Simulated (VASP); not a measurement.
# FeCo (Pm-3m) in VASP: further runs

FeCo is run at these levels: PBE; tasks: single point.

All numbers are computed with VASP 6.6.1; they aren't measurements. Logs are shortened: lines on timing, memory, paths and dates and some standing lists are left out, and cuts for length are marked.

## Step 1: The cell of the first run

Symmetry: Pm-3m, No. 221, cubic system. The conventional cell has a = 2.777 Å, b = 2.777 Å, c = 2.777 Å, α = 90.00°, β = 90.00°, γ = 90.00°. Co (site symmetry m-3m) has 8 Fe at 2.41 Å and 6 Co at 2.78 Å within 3.2 Å. Fe (site symmetry m-3m) has 8 Co at 2.41 Å and 6 Fe at 2.78 Å within 3.2 Å.

## Step 2: Single point, PBE, non-collinear spin, typed start

INCAR

```
SYSTEM = FeCo
PREC = Accurate
ENCUT = 600
EDIFF = 1E-6
ISMEAR = 0
SIGMA = 0.05
LREAL = .FALSE.
LASPH = .TRUE.
NELM = 200
ALGO = Normal
ISIF = 2
LWAVE = .FALSE.
LCHARG = .FALSE.
LNONCOLLINEAR = .TRUE.
MAGMOM = -1.14 -2.027 0.593 2.283 0.762 1.431
LORBIT = 11
LMAXMIX = 4
GGA = PE
ISYM = -1
NBANDS = 29
GGA_COMPAT = .FALSE.
```

KPOINTS

```
regular mesh
0
G
  2 2 2
  0 0 0
```

POSCAR

```
FeCo
1.0
    2.7774000000      0.0000000000      0.0000000000
    0.0000000000      2.7774000000      0.0000000000
    0.0000000000      0.0000000000      2.7774000000
Co Fe
1 1
Direct
    0.0000000000      0.0000000000      0.0000000000
    0.5000000000      0.5000000000      0.5000000000
```

Potentials or basis: VASP PAW PBE potentials, release 64 (Co, Fe).

Command:

```console
$ cat potpaw_PBE.64/Co/POTCAR potpaw_PBE.64/Fe/POTCAR > POTCAR
$ mpirun -np 1 vasp_ncl > vasp.out
```

OUTCAR:

```text
SYSTEM = FeCo
   PREC = Accurate
   ENCUT = 600
   EDIFF = 1E-6
   ISMEAR = 0
   LREAL = .FALSE.
   LASPH = .TRUE.
   NELM = 200
   ISIF = 2
   LNONCOLLINEAR = .TRUE.
   LORBIT = 11
   GGA = PE
   ISYM = -1

 ion  position               nearest neighbor table
   1  0.000  0.000  0.000-   2 2.41   2 2.41   2 2.41   2 2.41   2 2.41   2 2.41   2 2.41   2 2.41

   2  0.500  0.500  0.500-   1 2.41   1 2.41   1 2.41   1 2.41   1 2.41   1 2.41   1 2.41   1 2.41

IMPORTANT INFORMATION: All symmetrisations will be switched off!
NOSYMM: (Re-)initialisation of all symmetry stuff for point group C_1.

----------------------------------------------------------------------------------------

                                     Primitive cell

  volume of cell :      21.4247

  direct lattice vectors                    reciprocal lattice vectors
     2.777400000  0.000000000  0.000000000     0.360048967  0.000000000  0.000000000
     0.000000000  2.777400000  0.000000000     0.000000000  0.360048967  0.000000000
     0.000000000  0.000000000  2.777400000     0.000000000  0.000000000  0.360048967

  length of vectors
     2.777400000  2.777400000  2.777400000     0.360048967  0.360048967  0.360048967

  position of ions in fractional coordinates (direct lattice)
     0.000000000  0.000000000  0.000000000
     0.500000000  0.500000000  0.500000000

  ion indices of the primitive-cell ions
   primitive index   ion index
                 1           1
                 2           2

----------------------------------------------------------------------------------------

 KPOINTS: regular mesh

Automatic generation of k-mesh.
 Grid dimensions read from file:
 generate k-points for:    2    2    2

 Generating k-lattice:

  Cartesian coordinates                     Fractional coordinates (reciprocal lattice)
     0.180024483  0.000000000  0.000000000     0.500000000  0.000000000  0.000000000
     0.000000000  0.180024483  0.000000000     0.000000000  0.500000000  0.000000000
     0.000000000  0.000000000  0.180024483     0.000000000  0.000000000  0.500000000

  Length of vectors
     0.180024483  0.180024483  0.180024483

  Shift w.r.t. Gamma in fractional coordinates (k-lattice)
     0.000000000  0.000000000  0.000000000

 Subroutine IBZKPT returns following result:
[... 56 lines left out ...]
   LORBIT       =     11    0 simple, 1 ext, 2 COOP (PROOUT), +10 PAW based schemes
   GGA     = PE    functional components
   LHFCALC =     F    Hartree Fock is set to
   AEXX    =    0.0000 exact exchange contribution
   IVDW    =     0    specifies the selected vdW correction
   LEPSILON=     F    determine dielectric tensor
   LRPA    =     F    only Hartree local field effects (RPA)
 Gauss-broadening in eV      SIGMA  =   0.05
  energy-cutoff  :      600.00
  volume of cell :       21.42
 maximum number of plane-waves:      1478
 NGX is ok and might be reduce to    24
   NGX = 11   NGY = 11   NGZ = 11

 number of electron      17.0000003 magnetization       1.9487876     -1.9107981      3.2583961

 Free energy of the ion-electron system (eV)
  ---------------------------------------------------
  ext. energy  EPLUGINS =         0.00000000
  ---------------------------------------------------
  free energy    TOTEN  =       -13.23544240 eV

  energy without entropy =      -13.23057074  energy(sigma->0) =      -13.23300657

 E-fermi :   8.6246     XC(G=0): -13.4646

 val. band max:        8.4650661256   @ k =   0.0000   0.0000   0.0000
 cond. band min:       8.6399102719   @ k =   0.5000   0.0000   0.0000
 fundamental gap:      0.1748441463
 Fermi energy:         8.6245832521

 k-point     1 :       0.0000    0.0000    0.0000
  band No.  band energies     occupation
      1      -0.8717      1.00000
      2       0.1177      1.00000
      3       3.0394      1.00000
      4       3.0394      1.00000
      5       5.0930      1.00000
      6       5.0931      1.00000
[... 245 lines left out ...]
     28      18.0229      0.00000
     29      18.0230      0.00000

------------------------ aborting loop because EDIFF is reached ----------------------------------------

  FORCE on cell =-STRESS in cart. coord.  units (eV):
  Direction    XX          YY          ZZ          XY          YZ          ZX
  --------------------------------------------------------------------------------------
  -------------------------------------------------------------------------------------
  Total        2.7283996      2.7277320      2.7279373     -0.0000139     -0.0000002     -0.0000124
  in kB      204.0343409    203.9844164    203.9997671     -0.0010392     -0.0000155     -0.0009290
  external PRESSURE =     204.0061748 kB  Pullay stress =       0.0000000 kB

 VOLUME and BASIS-vectors are now :
 -----------------------------------------------------------------------------
  energy-cutoff  :      600.00
  volume of cell :       21.42
      direct lattice vectors                 reciprocal lattice vectors
     2.777400000  0.000000000  0.000000000     0.360048967  0.000000000  0.000000000
     0.000000000  2.777400000  0.000000000     0.000000000  0.360048967  0.000000000
     0.000000000  0.000000000  2.777400000     0.000000000  0.000000000  0.360048967

 POSITION                                       TOTAL-FORCE (eV/Angst)
 -----------------------------------------------------------------------------------
      0.00000      0.00000      0.00000        -0.000005      0.000003      0.000010
      1.38870      1.38870      1.38870         0.000005     -0.000003     -0.000010
 -----------------------------------------------------------------------------------
    total drift:                               -0.000010      0.000006      0.000029

  FREE ENERGIE OF THE ION-ELECTRON SYSTEM (eV)
  ---------------------------------------------------
  free  energy   TOTEN  =       -13.2354423959 eV

  energy  without entropy=      -13.2305707366  energy(sigma->0) =      -13.23300657

 total charge

# of ion       s       p       d       tot
------------------------------------------
    1        0.510   0.611   7.233   8.353
    2        0.469   0.626   6.232   7.328
--------------------------------------------------
tot          0.979   1.237  13.465  15.681

 magnetization (x)

# of ion       s       p       d       tot
------------------------------------------
    1        0.017   0.119   0.670   0.806
    2        0.001   0.137   0.885   1.023
--------------------------------------------------
tot          0.019   0.256   1.555   1.830

 magnetization (y)

# of ion       s       p       d       tot
------------------------------------------
    1       -0.017  -0.117  -0.658  -0.791
    2       -0.001  -0.135  -0.866  -1.002
--------------------------------------------------
tot         -0.018  -0.251  -1.524  -1.794

 magnetization (z)

# of ion       s       p       d       tot
------------------------------------------
    1        0.029   0.199   1.121   1.349
    2        0.002   0.230   1.479   1.710
--------------------------------------------------
tot          0.031   0.429   2.599   3.059
```

OSZICAR:

```text
N       E                     dE             d eps       ncg     rms          rms(c)
DAV:   1     0.126471884391E+03    0.12647E+03   -0.79085E+03   464   0.173E+03
DAV:   2    -0.846591309595E+01   -0.13494E+03   -0.12605E+03   464   0.328E+02
[... 14 lines left out ...]
DAV:  17    -0.132353983976E+02   -0.35291E-03   -0.14878E-03   748   0.849E-01    0.942E-02
DAV:  18    -0.132354374521E+02   -0.39054E-04   -0.64906E-04   844   0.514E-01    0.456E-02
DAV:  19    -0.132354316675E+02    0.57846E-05   -0.16440E-04   699   0.249E-01    0.326E-02
DAV:  20    -0.132354396695E+02   -0.80020E-05   -0.24608E-05   556   0.107E-01    0.148E-02
DAV:  21    -0.132354420753E+02   -0.24058E-05   -0.12570E-05   600   0.871E-02    0.693E-03
DAV:  22    -0.132354423959E+02   -0.32059E-06   -0.71532E-06   662   0.580E-02
   1 F= -.13235442E+02 E0= -.13233007E+02  d E =-.487166E-02  mag=     1.9489    -1.9105     3.2583
```

stdout:

```text
POSCAR found type information on POSCAR CoFe
 POSCAR found :  2 types and       2 ions
 scaLAPACK will be used
 LDA part: xc-table for (Slater+PW92), standard interpolation
 POSCAR, INCAR and KPOINTS ok, starting setup
 FFT: planning ... GRIDC
 FFT: planning ... GRID_SOFT
 FFT: planning ... GRID
 WAVECAR not read
 entering main loop
```

It took 59 s on 1 thread of Intel Xeon 8259CL, shared host; peak memory 0.19 GiB.

Results:

```yaml
Free_energy: -13.2354 eV
Pressure: 20.4 GPa
Band_gap_on_the_k_mesh: zero (band 17 reaches 9.47 eV, above the bottom of band 18 at 8.09 eV)
Net_moment: 4.25 μB per cell
Valence_electrons_inside_the_program's_atomic_spheres: Co 8.35; Fe 7.33
```

Moments on the atoms (μB; x, y, z):
```
Co   0.81 -0.79  1.35
Fe   1.02 -1.00  1.71
```

Caveat: the k points lie up to 1.13 Å⁻¹ apart.

## Step 3: Single point, PBE, non-collinear spin, typed start

INCAR

```
  PREC = Accurate
  ENCUT = 600
  EDIFF = 1E-6
  ISMEAR = 0
  SIGMA = 0.05
  LREAL = F
  LASPH = T
  NELM = 200
  ALGO = Normal
  ISIF = 2
  LWAVE = F
  LCHARG = T
  LNONCOLLINEAR = T
  MAGMOM = 0 0 2.4 0 0 2.8
  LORBIT = 11
  LMAXMIX = 4
  GGA = PE
  LVHAR = T
  NBANDS = 29
  GGA_COMPAT = F
```

KPOINTS

```
Automatic mesh
0
Gamma
  2 2 2
```

POSCAR is that of step 2.

Potentials or basis: VASP PAW PBE potentials, release 64 (Co, Fe).

Command:

```console
$ cat potpaw_PBE.64/Co/POTCAR potpaw_PBE.64/Fe/POTCAR > POTCAR
$ mpirun -np 1 vasp_ncl > vasp.out
```

Wall time 44 s (1 thread of Intel Xeon 8259CL, shared host); peak memory 0.19 GiB.

Results (log left out):

```yaml
Free_energy: -13.2354 eV
Pressure: 20.4 GPa
Band_gap_on_the_k_mesh: zero (band 17 reaches 9.47 eV, above the bottom of band 18 at 8.09 eV)
Net_moment: 4.25 μB per cell
Valence_electrons_inside_the_program's_atomic_spheres: Co 8.35; Fe 7.33
```

Levels at points of the mesh, in eV from the Fermi level:
| k point | band 14 | band 15 | band 16 | band 17 | band 18 | band 19 |
| --- | --- | --- | --- | --- | --- | --- |
| (0.00, 0.00, 0.00) | -1.40 | -0.16 | -0.16 | -0.16 | 0.94 | 0.94 |
| (0.50, 0.00, 0.00) | -1.29 | -1.29 | -1.17 | -0.68 | -0.54 | -0.48 |
| (0.00, 0.00, 0.50) | -1.29 | -1.29 | -1.17 | -0.68 | -0.54 | -0.48 |
| (0.50, 0.50, 0.00) | -0.26 | 0.11 | 0.11 | 0.62 | 0.76 | 0.76 |
| (0.00, 0.50, 0.50) | -0.26 | 0.11 | 0.11 | 0.62 | 0.76 | 0.76 |
| (0.50, 0.50, 0.50) | -1.75 | -1.04 | -1.04 | 0.85 | 0.85 | 1.58 |

Moments on the atoms (μB; x, y, z):
```
Co  0.00 0.00 1.76
Fe  0.00 0.00 2.23
```

Caveat: the k points lie up to 1.13 Å⁻¹ apart.
